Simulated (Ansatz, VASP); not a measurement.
# Two plane-wave programs on CoO

```
Co O
1.0
     0.00000    2.13150    2.08887
     2.13150    0.00000    2.08887
     2.13150    2.13150    0.00000
Co O
1 1
Cartesian
  0.0000 0.0000 0.0000
  2.1315 2.1315 2.0889
```

Change from the starting cell: zz strain of -2 %, PAW files.

Alike in both runs: task electric field gradients; functional PBEsol; k mesh 16 × 16 × 16; occupations fermi-dirac, width 0.05 eV; collinear spin.

```csv
,VASP,Ansatz
version,VASP 6.6.1,Ansatz 0.2.0
potentials or method,"VASP PAW PBE potentials, release 64 (Co, O)","PAW with Ansatz's default frozen-core files, scalar-relativistic"
plane-wave cutoff (eV),520,420
valence electrons in the cell,15,23
```

Ansatz gave:

| Item | Value |
| --- | --- |
| pressure (GPa) | -7.6 |
| traceless stress, the component that is largest in VASP (GPa) | 0.43 |
| net moment per atom (μB) | 1.46 |
| size of the moment on the site where the two differ most (μB) | 2.46 |
| size of Vzz on the site where it differs most (V/Å²) | 4.5 |

Task: Estimate VASP's values.

Result: Pressure (GPa): -8.2; traceless stress, the component that is largest in VASP (GPa): 0.32; net moment per atom (μB): 1.44; size of the moment on the site where the two differ most (μB): 2.53; size of Vzz on the site where it differs most (V/Å²): 4.2.

VASP's potentials were made for PBE, not for PBEsol. Site moments also hang on the region over which each program counts them. VASP's potentials hold 15 valence electrons a cell and Ansatz's 23, so a difference there can come from the potentials and not from the codes.
